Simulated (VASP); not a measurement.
Set up this calculation in VASP 6.6.1, as the native input.

| Item | Value |
| --- | --- |
| Task | relaxation of cell and atoms |
| Functional | PBE |
| Potentials or basis | VASP PAW PBE potentials, release 64 (Pd, Cl) |
| Cutoff | 600 eV |
| k mesh | 3 × 3 × 3 |
| Occupations | gaussian, width 0.15 eV |
| Spin | no spin polarisation |
| Dipole correction | no |
| Further INCAR settings | ALGO = Normal; EDIFF = 1e-06; IBRION = 2; EDIFFG = -0.08; NSW = 36; ISIF = 3 |

The structure of PdCl4 lies in POSCAR:

```
PdCl4
1.0
   -2.7589062400      3.3039610700      3.6107203000
    2.7589062400     -3.3039610700      3.6107203000
    2.7589062400      3.3039610700     -3.6107203000
Pd Cl
1 4
Direct
    0.0000000000      0.0000000000      0.0000000000
    0.4222076500      0.6778622600      0.7443453900
    0.0664831300      0.3221377400      0.7443453900
    0.9335168700      0.6778622600      0.2556546100
    0.5777923500      0.3221377400      0.2556546100
```

The cell was generated, and may not be a known phase.

The input as run:

INCAR

```
SYSTEM = PdCl4
ALGO = Normal
EDIFF = 1E-6
EDIFFG = -0.08
ENCUT = 600
GGA = PE
IBRION = 2
ISIF = 3
ISMEAR = 0
LASPH = .TRUE.
LCHARG = .FALSE.
LREAL = .FALSE.
LWAVE = .FALSE.
NELM = 60
NSW = 36
PREC = Accurate
SIGMA = 0.15
```

KPOINTS

```
k-points
0
G
  3 3 3
  0 0 0
```

Potentials or basis: VASP PAW PBE potentials, release 64 (Pd, Cl).

The run is started by

```console
$ cat potpaw_PBE.64/Pd/POTCAR potpaw_PBE.64/Cl/POTCAR > POTCAR
$ mpirun -np 1 vasp_std > vasp.out
```

Results of the run:

* Relaxed volume: 30.41 Å³/atom
* Relaxed cell: a = 5.866 Å, b = 5.866 Å, c = 5.866 Å, α = 107.06°, β = 102.90°, γ = 118.90°
* Space group after relaxing (to 0.1 Å): Immm (No. 71)
* Energy gained by relaxing: 622.8 meV/atom
* Ionic steps: 20
* Pressure after relaxing: 0.0 GPa
* Largest force after relaxing: 0.070 eV/Å
* Band gap on the k mesh: zero (bands 19 and 20 overlap by 0.30 eV)

Caveat: the k points lie up to 0.45 Å⁻¹ apart in the final cell; the volume moved by over 15 % at a fixed basis, so the end points are rough; the relaxation stopped at a loose force limit of 0.08 eV/Å, so its end isn't a converged minimum.

Run time: 20 min on 1 thread of Intel Xeon 8259CL, on a shared host, peak memory 0.35 GiB.
